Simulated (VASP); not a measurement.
# Ru (P6_3/mmc) in VASP: further runs, part 3 of 3

VASP 6.6.1. Earlier steps stand in the parts before.

## Step 4: Electric field gradients, PBEsol (equal xx and yy strain of -1 %)

The input, INCAR:

```
SYSTEM = Ru
  ALGO = Normal
  EDIFF = 1E-8
  ENCUT = 520
  GGA = PS
  ISIF = 2
  ISMEAR = -1
  LASPH = .True.
  LCHARG = .False.
  LEFG = .True.
  LREAL = .False.
  LWAVE = .False.
  NBANDS = 21
  NELM = 100
  PREC = Accurate
  SIGMA = 0.03
```

The input, KPOINTS:

```
k-points
0
Gamma
  14 14 8
  0 0 0
```

The input, POSCAR:

```
Ru
1.0
    2.6787413409      0.0000000000      0.0000000000
   -1.3393706704      2.3198580514      0.0000000000
    0.0000000000      0.0000000000      4.2819000000
Ru
2
Direct
    0.3333333333      0.6666666667      0.2500000000
    0.6666666667      0.3333333333      0.7500000000
```

Potentials or basis: VASP PAW PBE potentials, release 64 (Ru_pv).

On the command line:

```sh
$ cat potpaw_PBE.64/Ru_pv/POTCAR > POTCAR
$ mpirun -np 1 vasp_std > vasp.out
```

OUTCAR:

```text
SYSTEM = Ru
   EDIFF = 1E-8
   ENCUT = 520
   GGA = PS
   ISIF = 2
   ISMEAR = -1
   LASPH = .True.
   LREAL = .False.
   NELM = 100
   PREC = Accurate

 ion  position               nearest neighbor table
   1  0.333  0.667  0.250-   2 2.64   2 2.64   2 2.64   2 2.64   2 2.64   2 2.64
   2  0.667  0.333  0.750-   1 2.64   1 2.64   1 2.64   1 2.64   1 2.64   1 2.64

  LATTYP: Found a hexagonal cell.
 ALAT       =     2.6787413409
 C/A-ratio  =     1.5984746025

  Lattice vectors:

 A1 = (   2.6787413409,   0.0000000000,   0.0000000000)
 A2 = (  -1.3393706704,   2.3198580514,   0.0000000000)
 A3 = (   0.0000000000,   0.0000000000,   4.2819000000)

Analysis of symmetry for initial positions (statically):
=====================================================================
 Subroutine PRICEL returns:
 Original cell was already a primitive cell.

 Routine SETGRP: Setting up the symmetry group for a
 hexagonal supercell.

 Subroutine GETGRP returns: Found 24 space group operations
 (whereof 12 operations were pure point group operations)
 out of a pool of 24 trial point group operations.

The static configuration has the point symmetry D_3d.
 The point group associated with its full space group is D_6h.

Analysis of symmetry for dynamics (positions and initial velocities):
=====================================================================
 Subroutine PRICEL returns:
 Original cell was already a primitive cell.

 Routine SETGRP: Setting up the symmetry group for a
 hexagonal supercell.

 Subroutine GETGRP returns: Found 24 space group operations
 (whereof 12 operations were pure point group operations)
 out of a pool of 24 trial point group operations.

The dynamic configuration has the point symmetry D_3d.
 The point group associated with its full space group is D_6h.

 Subroutine INISYM returns: Found 24 space group operations
 (whereof 12 operations are pure point group operations),
 and found     1 'primitive' translations

----------------------------------------------------------------------------------------

                                     Primitive cell

  volume of cell :      26.6090

  direct lattice vectors                    reciprocal lattice vectors
     2.678741341  0.000000000  0.000000000     0.373309653  0.215530429  0.000000000
    -1.339370670  2.319858051  0.000000000     0.000000000  0.431060857  0.000000000
     0.000000000  0.000000000  4.281900000     0.000000000  0.000000000  0.233541185

  length of vectors
     2.678741341  2.678741341  4.281900000     0.431060857  0.431060857  0.233541185

  position of ions in fractional coordinates (direct lattice)
     0.333333333  0.666666667  0.250000000
     0.666666667  0.333333333  0.750000000

  ion indices of the primitive-cell ions
   primitive index   ion index
                 1           1
                 2           2

----------------------------------------------------------------------------------------

 KPOINTS: k-points

[... 72 lines left out ...]
   NFREE  =      0    steps in history (QN), initial steepest desc. (CG)
   ISIF   =      2    stress and relaxation
   ISYM   =      2    0-nonsym 1-usesym 2-fastsym
   POTIM  = 0.5000    time-step for ionic-motion
   TEBEG  =    0.0;   TEEND  =   0.0 temperature during run
   PSTRESS=    0.0 pullay stress
   NELECT =      28.0000    total number of electrons
   NUPDOWN=      -1.0000    fix difference up-down
   EMIN   =  10.00;   EMAX   =-10.00  energy-range for DOS
   EFERMI =   0.00;   METHOD = LEGACY
   ISMEAR =    -1;   SIGMA  =   0.03  broadening in eV -4-tet -1-fermi 0-gaus
   EFERMI_NEDOS =   21; number of points for ismear=-14 and -15
   IALGO  =     38    algorithm
   IMIX   =      4    mixing-type and parameters
     AMIX     =   0.40;   BMIX     =  1.00
     AMIX_MAG =   1.60;   BMIX_MAG =  1.00
  volume/ion in A,a.u.               =      13.30        89.78
  Fermi-wavevector in a.u.,A,eV,Ry     =   1.665142  3.146662 37.724844  2.772698
  Thomas-Fermi vector in A             =   2.751563
   LORBIT       =      0    0 simple, 1 ext, 2 COOP (PROOUT), +10 PAW based schemes
   GGA     = PS    functional components
   LHFCALC =     F    Hartree Fock is set to
   AEXX    =    0.0000 exact exchange contribution
   IVDW    =     0    specifies the selected vdW correction
   LEPSILON=     F    determine dielectric tensor
   LRPA    =     F    only Hartree local field effects (RPA)
 non-spin polarized calculation
  energy-cutoff  :      520.00
  volume of cell :       26.61
 maximum number of plane-waves:       736
 NGX is ok and might be reduce to    20
   NGX =  9   NGY =  9   NGZ = 15

 number of electron      28.0000000 magnetization

 Free energy of the ion-electron system (eV)
  ---------------------------------------------------
  ext. energy  EPLUGINS =         0.00000000
  ---------------------------------------------------
  free energy    TOTEN  =       -20.33400477 eV

  energy without entropy =      -20.32721488  energy(sigma->0) =      -20.33060982

 E-fermi :  13.0552     XC(G=0): -14.4071

 val. band max:       13.0546931742   @ k =   0.2857  -0.0000   0.1250
 cond. band min:      13.0766300429   @ k =   0.0000   0.0000   0.3750
 fundamental gap:      0.0219368687
 Fermi energy:        13.0552139192

 k-point     1 :       0.0000    0.0000    0.0000
  band No.  band energies     occupation
      1     -30.5973      2.00000
      2     -29.5876      2.00000
      3     -29.5876      2.00000
      4     -29.4149      2.00000
      5     -29.4149      2.00000
      6     -29.3939      2.00000
[... 565 lines left out ...]
     20      23.3289      0.00000
     21      23.3295      0.00000

 [... further k-points ...]

------------------------ aborting loop because EDIFF is reached ----------------------------------------

  FORCE on cell =-STRESS in cart. coord.  units (eV):
  Direction    XX          YY          ZZ          XY          YZ          ZX
  --------------------------------------------------------------------------------------
  -------------------------------------------------------------------------------------
  Total        0.4234903      0.4234903     -0.7002391      0.0000000      0.0000000      0.0000000
  in kB       25.4991272     25.4991272    -42.1626814      0.0000000      0.0000000      0.0000000
  external PRESSURE =       2.9451910 kB  Pullay stress =       0.0000000 kB

 VOLUME and BASIS-vectors are now :
 -----------------------------------------------------------------------------
  energy-cutoff  :      520.00
  volume of cell :       26.61
      direct lattice vectors                 reciprocal lattice vectors
     2.678741341  0.000000000  0.000000000     0.373309653  0.215530429  0.000000000
    -1.339370670  2.319858051  0.000000000     0.000000000  0.431060857  0.000000000
     0.000000000  0.000000000  4.281900000     0.000000000  0.000000000  0.233541185

 POSITION                                       TOTAL-FORCE (eV/Angst)
 -----------------------------------------------------------------------------------
     -0.00000      1.54657      1.07048         0.000000      0.000000      0.000000
      1.33937      0.77329      3.21143        -0.000000     -0.000000      0.000000
 -----------------------------------------------------------------------------------
    total drift:                               -0.000000      0.000000     -0.000000

  FREE ENERGIE OF THE ION-ELECTRON SYSTEM (eV)
  ---------------------------------------------------
  free  energy   TOTEN  =       -20.3340047736 eV

  energy  without entropy=      -20.3272148754  energy(sigma->0) =      -20.33060982

 Electric field gradients (V/A^2)
---------------------------------------------------------------------
 ion       V_xx      V_yy      V_zz      V_xy      V_xz      V_yz
---------------------------------------------------------------------
   1       4.861     4.862    -9.722     0.001     0.000    -0.000
   2       4.861     4.862    -9.722     0.001    -0.000     0.000
---------------------------------------------------------------------

 Electric field gradients after diagonalization (V/A^2)
 (convention: |V_zz| > |V_xx| > |V_yy|)
----------------------------------------------------------------------
 ion       V_xx      V_yy      V_zz     asymmetry (V_yy - V_xx)/ V_zz
----------------------------------------------------------------------
   1       4.862     4.860    -9.722       0.000
   2       4.862     4.860    -9.722       0.000
----------------------------------------------------------------------

           NMR quadrupolar parameters

 Cq : quadrupolar parameter    Cq=e*Q*V_zz/h
 eta: asymmetry parameters     (V_yy - V_xx)/ V_zz
 Q  : nuclear electric quadrupole moment in mb (millibarn)
----------------------------------------------------------------------
 ion       Cq(MHz)       eta       Q (mb)
----------------------------------------------------------------------
   1      -0.024       0.000       1.000
   2      -0.024       0.000       1.000
----------------------------------------------------------------------
```

stdout:

```text
POSCAR found type information on POSCAR Ru
 POSCAR found :  1 types and       2 ions
 scaLAPACK will be used
 -----------------------------------------------------------------------------
|                                                                             |
|                                                                             |
|     You enforced a specific xc type in the INCAR file but a different       |
|     I HOPE YOU KNOW WHAT YOU ARE DOING!                                     |
|                                                                             |
 -----------------------------------------------------------------------------

 LDA part: xc-table for (Slater+PW92), standard interpolation
 POSCAR, INCAR and KPOINTS ok, starting setup
 FFT: planning ... GRIDC
 FFT: planning ... GRID_SOFT
 FFT: planning ... GRID
 WAVECAR not read
 entering main loop
ion   1

ion   2
```

Wall time 56 s (1 thread of AMD EPYC 7R13, shared host); peak memory 0.14 GiB.

What came out:

```yaml
Free_energy: -20.3340 eV
Pressure: 0.3 GPa
Band_gap_on_the_k_mesh: zero (bands 14 and 15 overlap by 3.26 eV)
Largest_electric_field_gradient_by_atom: Ru -9.7 V/Å²
```

Stress tensor (GPa, compression positive):
```
 2.55  0.00  0.00
 0.00  2.55  0.00
 0.00  0.00 -4.22
```

Levels at points of the mesh, in eV from the Fermi level:
```tsv
k point	band 10	band 11	band 12	band 13	band 14	band 15	band 16	band 17	band 18	band 19
(0.00, 0.00, 0.00)	-2.66	-2.59	-1.97	-1.97	-1.34	-1.34	1.16	1.25	1.25	10.21
(0.50, 0.00, 0.00)	-3.03	-2.19	-1.81	-1.61	1.58	1.97	1.99	4.21	6.30	10.26
(0.00, 0.00, 0.50)	-2.85	-2.80	-2.80	-2.80	-2.80	0.59	0.59	0.59	0.59	10.27
(0.50, 0.00, 0.50)	-4.70	-1.04	-1.04	0.47	0.47	1.82	1.82	3.47	3.47	10.25
```

Electric field gradients, principal values (V/Å²):
| atom | least | middle | greatest (by size) |
| --- | --- | --- | --- |
| 1 Ru | 4.860 | 4.862 | -9.722 |
| 2 Ru | 4.860 | 4.862 | -9.722 |

Caveat: the cell differs from its parent crystal (equal xx and yy strain of -1 %); without QUAD_EFG the Cq values of the log hold for a quadrupole moment of 1 mb, not for the nuclei; the PAW data sets were made with another functional, which shifts forces and pressure a little.

## Step 5: Electric field gradients, PBEsol (equal xx and yy strain of +2 %)

The input, INCAR:

```
PREC     = Accurate       # precision mode
ENCUT    = 520            # plane-wave cutoff, eV
EDIFF    = 1E-8           # SCF threshold, eV
ISMEAR   = -1             # smearing method
SIGMA    = 0.03           # smearing width, eV
LREAL    = F              # projectors in reciprocal space
LASPH    = T              # aspherical terms in the spheres
NELM     = 60             # most SCF steps
ALGO     = Normal         # electronic algorithm
ISIF     = 2              # what is computed and relaxed
LWAVE    = F              # write WAVECAR
LCHARG   = F              # write CHGCAR
GGA      = PS             # functional
LEFG     = T            
NBANDS   = 21             # bands
```

The input, KPOINTS:

```
Automatic mesh
0
Gamma
  14 14 8
```

The input, POSCAR:

```
Ru
1.0
    2.7599153209      0.0000000000      0.0000000000
   -1.3799576604      2.3901567802      0.0000000000
    0.0000000000      0.0000000000      4.2819000000
Ru
2
Direct
    0.3333333333      0.6666666667      0.2500000000
    0.6666666667      0.3333333333      0.7500000000
```

Potentials or basis: VASP PAW PBE potentials, release 64 (Ru_pv).

On the command line:

```sh
$ cat potpaw_PBE.64/Ru_pv/POTCAR > POTCAR
$ mpirun -np 1 vasp_std > vasp.out
```

OUTCAR:

```text
PREC = Accurate
   ENCUT = 520
   EDIFF = 1E-8
   ISMEAR = -1
   LREAL = F
   LASPH = T
   NELM = 60
   ISIF = 2
   GGA = PS

 ion  position               nearest neighbor table
   1  0.333  0.667  0.250-   2 2.67   2 2.67   2 2.67   2 2.67   2 2.67   2 2.67
   2  0.667  0.333  0.750-   1 2.67   1 2.67   1 2.67   1 2.67   1 2.67   1 2.67

  LATTYP: Found a hexagonal cell.
 ALAT       =     2.7599153209
 C/A-ratio  =     1.5514606436

  Lattice vectors:

[... 790 lines left out ...]

  FREE ENERGIE OF THE ION-ELECTRON SYSTEM (eV)
  ---------------------------------------------------
  free  energy   TOTEN  =       -20.2423648322 eV

  energy  without entropy=      -20.2358483236  energy(sigma->0) =      -20.23910658

 Electric field gradients (V/A^2)
---------------------------------------------------------------------
 ion       V_xx      V_yy      V_zz      V_xy      V_xz      V_yz
---------------------------------------------------------------------
   1      10.027    10.028   -20.054     0.001     0.000    -0.000
   2      10.027    10.028   -20.054     0.001    -0.000     0.000
---------------------------------------------------------------------

 Electric field gradients after diagonalization (V/A^2)
 (convention: |V_zz| > |V_xx| > |V_yy|)
----------------------------------------------------------------------
 ion       V_xx      V_yy      V_zz     asymmetry (V_yy - V_xx)/ V_zz
----------------------------------------------------------------------
   1      10.028    10.027   -20.054       0.000
   2      10.028    10.027   -20.054       0.000
----------------------------------------------------------------------

           NMR quadrupolar parameters

 Cq : quadrupolar parameter    Cq=e*Q*V_zz/h
 eta: asymmetry parameters     (V_yy - V_xx)/ V_zz
 Q  : nuclear electric quadrupole moment in mb (millibarn)
----------------------------------------------------------------------
 ion       Cq(MHz)       eta       Q (mb)
----------------------------------------------------------------------
   1      -0.048       0.000       1.000
   2      -0.048       0.000       1.000
----------------------------------------------------------------------
```

stdout:

```text
POSCAR found type information on POSCAR Ru
 POSCAR found :  1 types and       2 ions
 scaLAPACK will be used
 -----------------------------------------------------------------------------
|                                                                             |
|                                                                             |
|     You enforced a specific xc type in the INCAR file but a different       |
|     I HOPE YOU KNOW WHAT YOU ARE DOING!                                     |
|                                                                             |
 -----------------------------------------------------------------------------

 LDA part: xc-table for (Slater+PW92), standard interpolation
 POSCAR, INCAR and KPOINTS ok, starting setup
 FFT: planning ... GRIDC
 FFT: planning ... GRID_SOFT
 FFT: planning ... GRID
 WAVECAR not read
 entering main loop
ion   1

ion   2
```

Wall time 96 s (1 thread of AMD EPYC 7R13, shared host); peak memory 0.16 GiB.

Results:

| Property | Result |
| --- | --- |
| Free energy | -20.2424 eV |
| Pressure | -17.4 GPa |
| Band gap on the k mesh | zero (bands 14 and 15 overlap by 3.01 eV) |
| Largest electric field gradient by atom | Ru -20.1 V/Å² |

Electric field gradients, principal values (V/Å²):
| atom | least | middle | greatest (by size) |
| --- | --- | --- | --- |
| 1 Ru | 10.027 | 10.028 | -20.054 |
| 2 Ru | 10.027 | 10.028 | -20.054 |

Caveat: the cell differs from its parent crystal (equal xx and yy strain of +2 %); the cell stands under tension; without QUAD_EFG the Cq values of the log hold for a quadrupole moment of 1 mb, not for the nuclei; the PAW data sets were made with another functional, which shifts forces and pressure a little.

## Step 6: Summary

```tsv
cell	gap on the mesh (eV)	pressure (GPa)
a = 2.625, b = 2.625, c = 4.282 Å, angles 90.0, 90.0, 120.0°, 2 atoms	none	16.2
a = 2.679, b = 2.679, c = 4.282 Å, angles 90.0, 90.0, 120.0°, 2 atoms	none	0.3
a = 2.760, b = 2.760, c = 4.282 Å, angles 90.0, 90.0, 120.0°, 2 atoms	none	-17.4
```

Alike in all rows: task electric field gradients; level PBEsol; potentials or basis VASP PAW PBE potentials, release 64 (Ru_pv); no spin polarisation; k mesh 14 × 14 × 8; cutoff (eV) 520; smearing fermi-dirac 0.03 eV.

Caveats: the PAW data sets were made with another functional, which shifts forces and pressure a little; the cell stands under pressure (at least some runs); the cell stands under tension (at least some runs).

Absolute energies hang on the potentials; compare differences alone.
